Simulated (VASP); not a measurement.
# Br (P6_3/mmc) in VASP: notebook, part 2 of 2

VASP 6.6.1. The steps go on from the part before.

### 4 Single point, PBEsol

This run uses another cell than the first one, of 17.64 Å³/atom, 1.133 times its volume.

INCAR reads:

```
SYSTEM = Br
PREC = Accurate
ENCUT = 520
EDIFF = 1E-6
ISMEAR = -1
SIGMA = 0.1
LREAL = .False.
LASPH = .True.
NELM = 80
ALGO = Normal
ISIF = 2
LWAVE = .False.
LCHARG = .False.
GGA = PS
NBANDS = 14
```

KPOINTS reads:

```
regular mesh
0
Gamma
  14 14 8
  0 0 0
```

POSCAR reads:

```
Br
1.0
    3.0810010344      0.0000000000      0.0000000000
   -1.5405005172      2.6682251649      0.0000000000
    0.0000000000      0.0000000000      4.2909427007
Br
2
Direct
    0.3333333333      0.6666666667      0.2500000000
    0.6666666667      0.3333333333      0.7500000000
```

Potentials or basis: VASP PAW PBE potentials, release 64 (Br).

On the command line:

```
> cat potpaw_PBE.64/Br/POTCAR > POTCAR
> mpirun -np 1 vasp_std > vasp.out
```

OUTCAR:

```text
SYSTEM = Br
   PREC = Accurate
   ENCUT = 520
   EDIFF = 1E-6
   ISMEAR = -1
   LREAL = .False.
   LASPH = .True.
   NELM = 80
   ISIF = 2
   GGA = PS

 ion  position               nearest neighbor table
   1  0.333  0.667  0.250-   2 2.79   2 2.79   2 2.79   2 2.79   2 2.79   2 2.79
   2  0.667  0.333  0.750-   1 2.79   1 2.79   1 2.79   1 2.79   1 2.79   1 2.79

  LATTYP: Found a hexagonal cell.
 ALAT       =     3.0810010344
 C/A-ratio  =     1.3927105680

  Lattice vectors:

 A1 = (   3.0810010344,   0.0000000000,   0.0000000000)
 A2 = (  -1.5405005172,   2.6682251649,   0.0000000000)
 A3 = (   0.0000000000,   0.0000000000,   4.2909427007)

Analysis of symmetry for initial positions (statically):
=====================================================================
 Subroutine PRICEL returns:
 Original cell was already a primitive cell.

 Routine SETGRP: Setting up the symmetry group for a
 hexagonal supercell.

 Subroutine GETGRP returns: Found 24 space group operations
 (whereof 12 operations were pure point group operations)
 out of a pool of 24 trial point group operations.

The static configuration has the point symmetry D_3d.
 The point group associated with its full space group is D_6h.

Analysis of symmetry for dynamics (positions and initial velocities):
=====================================================================
 Subroutine PRICEL returns:
 Original cell was already a primitive cell.

 Routine SETGRP: Setting up the symmetry group for a
 hexagonal supercell.

 Subroutine GETGRP returns: Found 24 space group operations
 (whereof 12 operations were pure point group operations)
 out of a pool of 24 trial point group operations.

The dynamic configuration has the point symmetry D_3d.
 The point group associated with its full space group is D_6h.

 Subroutine INISYM returns: Found 24 space group operations
 (whereof 12 operations are pure point group operations),
 and found     1 'primitive' translations

----------------------------------------------------------------------------------------

                                     Primitive cell

  volume of cell :      35.2750

  direct lattice vectors                    reciprocal lattice vectors
     3.081001034  0.000000000  0.000000000     0.324569836  0.187390482  0.000000000
    -1.540500517  2.668225165  0.000000000     0.000000000  0.374780964  0.000000000
     0.000000000  0.000000000  4.290942701     0.000000000  0.000000000  0.233049022

  length of vectors
     3.081001034  3.081001034  4.290942701     0.374780964  0.374780964  0.233049022

  position of ions in fractional coordinates (direct lattice)
     0.333333333  0.666666667  0.250000000
     0.666666667  0.333333333  0.750000000

  ion indices of the primitive-cell ions
   primitive index   ion index
                 1           1
                 2           2

----------------------------------------------------------------------------------------

 KPOINTS: regular mesh

Automatic generation of k-mesh.
 Grid dimensions read from file:
 generate k-points for:   14   14    8

 Generating k-lattice:

  Cartesian coordinates                     Fractional coordinates (reciprocal lattice)
     0.023183560  0.013385034  0.000000000     0.071428571  0.000000000  0.000000000
     0.000000000  0.026770069  0.000000000     0.000000000  0.071428571  0.000000000
     0.000000000  0.000000000  0.029131128     0.000000000  0.000000000  0.125000000

  Length of vectors
     0.026770069  0.026770069  0.029131128

  Shift w.r.t. Gamma in fractional coordinates (k-lattice)
     0.000000000  0.000000000  0.000000000

 Subroutine IBZKPT returns following result:
 ===========================================

 Found    120 irreducible k-points:

 Following reciprocal coordinates:
            Coordinates               Weight
  0.000000  0.000000  0.000000      1.000000
  0.071429  0.000000  0.000000      6.000000
  0.142857  0.000000  0.000000      6.000000
  0.214286 -0.000000  0.000000      6.000000
  0.285714  0.000000  0.000000      6.000000
  0.357143  0.000000  0.000000      6.000000
[... 16 lines left out ...]
  0.285714  0.285714  0.000000      6.000000
  0.357143  0.285714  0.000000      6.000000
 [... further k-points ...]
   k-points           NKPTS =    120   k-points in BZ     NKDIM =    120   number of bands    NBANDS=     14
   number of dos      NEDOS =    301   number of ions     NIONS =      2
   total plane-waves  NPLWV =  18432
   dimension x,y,z NGX =    24 NGY =   24 NGZ =   32
   dimension x,y,z NGXF=    48 NGYF=   48 NGZF=   64
   ions per type =               2
   NGX,Y,Z   is equivalent  to a cutoff of  12.95, 12.95, 12.40 a.u.
   NGXF,Y,Z  is equivalent  to a cutoff of  25.90, 25.90, 24.80 a.u.
 SYSTEM =  Br
   PREC   = accura    normal or accurate (medium, high low for compatibility)
   ISTART =      0    job   : 0-new  1-cont  2-samecut
   ICHARG =      2    charge: 1-file 2-atom 10-const
   ISPIN  =      1    spin polarized calculation?
   LNONCOLLINEAR =      F non collinear calculations
   LSORBIT =      F    spin-orbit coupling
   LASPH  =      T    aspherical Exc in radial PAW
   ENCUT  =  520.0 eV  38.22 Ry    6.18 a.u.   5.73  5.73  7.98*2*pi/ulx,y,z
   NELM   =     80;   NELMIN=  2; NELMDL= -5     # of ELM steps
   EDIFF  = 0.1E-05   stopping-criterion for ELM
   LREAL  =      F    real-space projection
   EDIFFG = 0.1E-04   stopping-criterion for IOM
   NSW    =      0    number of steps for IOM
   IBRION =     -1    ionic relax: 0-MD 1-quasi-New 2-CG
   NFREE  =      0    steps in history (QN), initial steepest desc. (CG)
   ISIF   =      2    stress and relaxation
   ISYM   =      2    0-nonsym 1-usesym 2-fastsym
   POTIM  = 0.5000    time-step for ionic-motion
   TEBEG  =    0.0;   TEEND  =   0.0 temperature during run
   PSTRESS=    0.0 pullay stress
   NELECT =      14.0000    total number of electrons
   NUPDOWN=      -1.0000    fix difference up-down
   EMIN   =  10.00;   EMAX   =-10.00  energy-range for DOS
   EFERMI =   0.00;   METHOD = LEGACY
   ISMEAR =    -1;   SIGMA  =   0.10  broadening in eV -4-tet -1-fermi 0-gaus
   EFERMI_NEDOS =   21; number of points for ismear=-14 and -15
   IALGO  =     38    algorithm
   IMIX   =      4    mixing-type and parameters
     AMIX     =   0.40;   BMIX     =  1.00
     AMIX_MAG =   1.60;   BMIX_MAG =  1.00
  volume/ion in A,a.u.               =      17.64       119.02
  Fermi-wavevector in a.u.,A,eV,Ry     =   1.203082  2.273495 19.693152  1.447406
  Thomas-Fermi vector in A             =   2.338845
   LORBIT       =      0    0 simple, 1 ext, 2 COOP (PROOUT), +10 PAW based schemes
   GGA     = PS    functional components
   LHFCALC =     F    Hartree Fock is set to
   AEXX    =    0.0000 exact exchange contribution
   IVDW    =     0    specifies the selected vdW correction
   LEPSILON=     F    determine dielectric tensor
   LRPA    =     F    only Hartree local field effects (RPA)
 non-spin polarized calculation
  energy-cutoff  :      520.00
  volume of cell :       35.28
 maximum number of plane-waves:       964
 NGX is ok and might be reduce to    24
   NGX = 11   NGY = 11   NGZ = 15

 number of electron      13.9999996 magnetization

 Free energy of the ion-electron system (eV)
  ---------------------------------------------------
  ext. energy  EPLUGINS =         0.00000000
  ---------------------------------------------------
  free energy    TOTEN  =        -1.81004914 eV

  energy without entropy =       -1.76099548  energy(sigma->0) =       -1.78552231

 E-fermi :   6.8955     XC(G=0): -11.4204

 val. band max:        6.8948458952   @ k =   0.2857   0.2857   0.3750
 cond. band min:       6.9199412304   @ k =   0.2143   0.1429   0.5000
 fundamental gap:      0.0250953351
 Fermi energy:         6.8954738515

 k-point     1 :       0.0000    0.0000    0.0000
  band No.  band energies     occupation
      1     -12.2086      2.00000
      2      -7.4812      2.00000
      3      -1.3280      2.00000
      4       5.6632      1.99999
      5       5.6632      1.99999
      6       7.7445      0.00041
      7       7.7445      0.00041
      8       9.5923      0.00000
      9      12.9169      0.00000
     10      16.4372      0.00000
     11      17.9715      0.00000
     12      17.9715      0.00000
     13      20.4075      0.00000
     14      20.4076      0.00000
[... 377 lines left out ...]
      1      -8.6607      2.00000
      2      -8.1995      2.00000
      3      -0.2322      2.00000
      4       2.3235      2.00000
      5       2.6983      2.00000
      6       2.9311      2.00000
      7       3.6809      2.00000
      8       4.8240      2.00000
      9      12.1476      0.00000
     10      17.0914      0.00000
     11      19.2998      0.00000
     12      19.3230      0.00000
     13      22.5730      0.00000
     14      23.4161      0.00000

 [... further k-points ...]
[... 5 lines left out ...]
  --------------------------------------------------------------------------------------
  -------------------------------------------------------------------------------------
  Total        6.5143397      6.5143397      6.5708185      0.0000000     -0.0000000      0.0000000
  in kB      295.8788688    295.8788688    298.4441158      0.0000000     -0.0000000      0.0000000
  external PRESSURE =     296.7339511 kB  Pullay stress =       0.0000000 kB

 VOLUME and BASIS-vectors are now :
 -----------------------------------------------------------------------------
  energy-cutoff  :      520.00
  volume of cell :       35.28
      direct lattice vectors                 reciprocal lattice vectors
     3.081001034  0.000000000  0.000000000     0.324569836  0.187390482  0.000000000
    -1.540500517  2.668225165  0.000000000     0.000000000  0.374780964  0.000000000
     0.000000000  0.000000000  4.290942701     0.000000000  0.000000000  0.233049022

 POSITION                                       TOTAL-FORCE (eV/Angst)
 -----------------------------------------------------------------------------------
     -0.00000      1.77882      1.07274        -0.000000     -0.000000      0.000000
      1.54050      0.88941      3.21821         0.000000      0.000000      0.000000
 -----------------------------------------------------------------------------------
    total drift:                               -0.000000      0.000000      0.000000

  FREE ENERGIE OF THE ION-ELECTRON SYSTEM (eV)
  ---------------------------------------------------
  free  energy   TOTEN  =        -1.8100491362 eV

  energy  without entropy=       -1.7609954798  energy(sigma->0) =       -1.78552231
```

OSZICAR:

```text
N       E                     dE             d eps       ncg     rms          rms(c)
DAV:   1     0.726623157674E+02    0.72662E+02   -0.64755E+03  3360   0.896E+02
DAV:   2     0.152789188415E+01   -0.71134E+02   -0.66633E+02  4842   0.164E+02
DAV:   3    -0.180497220096E+01   -0.33329E+01   -0.33010E+01  4374   0.380E+01
DAV:   4    -0.181978032474E+01   -0.14808E-01   -0.14806E-01  3894   0.302E+00
DAV:   5    -0.181984013637E+01   -0.59812E-04   -0.59810E-04  4404   0.187E-01    0.159E+01
DAV:   6    -0.181174937940E+01    0.80908E-02   -0.67228E-03  3996   0.462E-01    0.954E+00
DAV:   7    -0.181028717942E+01    0.14622E-02   -0.10581E-02  4236   0.600E-01    0.110E-01
DAV:   8    -0.181004955918E+01    0.23762E-03   -0.79444E-04  3780   0.168E-01    0.244E-02
DAV:   9    -0.181004843100E+01    0.11282E-05   -0.29001E-05  4434   0.333E-02    0.144E-02
DAV:  10    -0.181004913621E+01   -0.70521E-06   -0.10488E-06  2628   0.649E-03
   1 F= -.18100491E+01 E0= -.17855223E+01  d E =-.490537E-01
```

stdout:

```text
POSCAR found type information on POSCAR Br
 POSCAR found :  1 types and       2 ions
 scaLAPACK will be used
 -----------------------------------------------------------------------------
|                                                                             |
|                                                                             |
|     You enforced a specific xc type in the INCAR file but a different       |
|     I HOPE YOU KNOW WHAT YOU ARE DOING!                                     |
|                                                                             |
 -----------------------------------------------------------------------------

 LDA part: xc-table for (Slater+PW92), standard interpolation
 POSCAR, INCAR and KPOINTS ok, starting setup
 FFT: planning ... GRIDC
 FFT: planning ... GRID_SOFT
 FFT: planning ... GRID
 WAVECAR not read
 entering main loop
```

Wall time 17 s (1 thread of Intel Xeon 6975P-C (Granite Rapids), shared host); peak memory 0.17 GiB.

What came out:

```
Free energy            : -1.8100 eV
Pressure               : 29.7 GPa
Band gap on the k mesh : zero (band 7 reaches 7.98 eV, above the bottom of band 8 at 4.82 eV)
```

Caveat: the PAW data sets were made with another functional, which shifts forces and pressure a little.

### 5 Single point, PBEsol (volume scaled by 0.76)

INCAR reads:

```
PREC     = Accurate       # precision mode
ENCUT    = 520            # plane-wave cutoff, eV
EDIFF    = 1E-7           # SCF threshold, eV
ISMEAR   = -1             # smearing method
SIGMA    = 0.1            # smearing width, eV
LREAL    = F              # projectors in reciprocal space
LASPH    = T              # aspherical terms in the spheres
NELM     = 60             # most SCF steps
ALGO     = Normal         # electronic algorithm
ISIF     = 2              # what is computed and relaxed
LWAVE    = F              # write WAVECAR
LCHARG   = F              # write CHGCAR
GGA      = PS             # functional
NBANDS   = 14             # bands
```

KPOINTS reads:

```
Automatic mesh
0
Gamma
  14 14 8
```

POSCAR reads:

```
Br
1.0
    3.2518648590      0.0000000000      0.0000000000
   -1.6259324295      2.8161975776      0.0000000000
    0.0000000000      0.0000000000      4.3050292370
Br
2
Direct
    0.3333333333      0.6666666667      0.2500000000
    0.6666666667      0.3333333333      0.7500000000
```

Potentials or basis: VASP PAW PBE potentials, release 64 (Br).

On the command line:

```
> cat potpaw_PBE.64/Br/POTCAR > POTCAR
> mpirun -np 1 vasp_std > vasp.out
```

OUTCAR:

```text
PREC = Accurate
   ENCUT = 520
   EDIFF = 1E-7
   ISMEAR = -1
   LREAL = F
   LASPH = T
   NELM = 60
   ISIF = 2
   GGA = PS

 ion  position               nearest neighbor table
   1  0.333  0.667  0.250-
   2  0.667  0.333  0.750-

  LATTYP: Found a hexagonal cell.
 ALAT       =     3.2518648590
 C/A-ratio  =     1.3238647434

  Lattice vectors:
[... 582 lines left out ...]
      3      -0.9510      2.00000
      4       1.4458      2.00000
      5       1.8029      2.00000
      6       1.8387      2.00000
      7       2.4891      2.00000
      8       3.9033      2.00000
      9      11.2982      0.00000
     10      14.8489      0.00000
     11      16.7503      0.00000
     12      16.8635      0.00000
     13      20.6151      0.00000
     14      21.0811      0.00000

 [... further k-points ...]
[... 5 lines left out ...]
  --------------------------------------------------------------------------------------
  -------------------------------------------------------------------------------------
  Total        3.9380212      3.9380212      3.9545078      0.0000000     -0.0000000      0.0000000
  in kB      160.0357147    160.0357147    160.7057071      0.0000000     -0.0000000      0.0000000
  external PRESSURE =     160.2590455 kB  Pullay stress =       0.0000000 kB

 VOLUME and BASIS-vectors are now :
 -----------------------------------------------------------------------------
  energy-cutoff  :      520.00
  volume of cell :       39.43
      direct lattice vectors                 reciprocal lattice vectors
     3.251864859  0.000000000  0.000000000     0.307515854  0.177544361  0.000000000
    -1.625932429  2.816197578  0.000000000     0.000000000  0.355088722  0.000000000
     0.000000000  0.000000000  4.305029237     0.000000000  0.000000000  0.232286460

 POSITION                                       TOTAL-FORCE (eV/Angst)
 -----------------------------------------------------------------------------------
     -0.00000      1.87747      1.07626        -0.000000      0.000000      0.000000
      1.62593      0.93873      3.22877         0.000000     -0.000000      0.000000
 -----------------------------------------------------------------------------------
    total drift:                               -0.000000      0.000000      0.000000

  FREE ENERGIE OF THE ION-ELECTRON SYSTEM (eV)
  ---------------------------------------------------
  free  energy   TOTEN  =        -2.3852206393 eV

  energy  without entropy=       -2.3278708277  energy(sigma->0) =       -2.35654573
```

Run time: 22 s. Hardware: 1 thread of Intel Xeon 6975P-C (Granite Rapids), shared host; peak memory 0.18 GiB.

What came out:

```
Free energy            : -2.3852 eV
Pressure               : 16.0 GPa
Band gap on the k mesh : zero (band 7 reaches 6.45 eV, above the bottom of band 8 at 3.72 eV)
```

Levels at points of the mesh, in eV from the Fermi level:
| k point | band 5 | band 6 | band 7 | band 8 | band 9 | band 10 |
| --- | --- | --- | --- | --- | --- | --- |
| (0.00, 0.00, 0.00) | -1.60 | 0.44 | 0.44 | 2.21 | 5.72 | 8.56 |
| (0.50, 0.00, 0.00) | -3.65 | -3.44 | -2.05 | 0.47 | 4.81 | 8.84 |
| (0.00, 0.00, 0.50) | -0.61 | -0.61 | -0.61 | -0.61 | 8.42 | 8.42 |
| (0.50, 0.00, 0.50) | -1.91 | -1.91 | -0.27 | -0.27 | 7.45 | 7.45 |

Caveat: the cell differs from its parent crystal (volume scaled by 0.76); the PAW data sets were made with another functional, which shifts forces and pressure a little.

### 6 Summary

```csv
cell,gap on the mesh (eV),pressure (GPa)
"a = 2.908, b = 2.908, c = 4.249 Å, angles 90.0, 90.0, 120.0°, 2 atoms",none,53.5
"a = 3.081, b = 3.081, c = 4.291 Å, angles 90.0, 90.0, 120.0°, 2 atoms",none,29.7
"a = 3.252, b = 3.252, c = 4.305 Å, angles 90.0, 90.0, 120.0°, 2 atoms",none,16.0
```

Alike in all rows: task single point; level PBEsol; potentials or basis VASP PAW PBE potentials, release 64 (Br); no spin polarisation; k mesh 14 × 14 × 8; cutoff (eV) 520; smearing fermi-dirac 0.1 eV.

Caveats: the PAW data sets were made with another functional, which shifts forces and pressure a little.

Absolute energies hang on the potentials; compare differences alone.
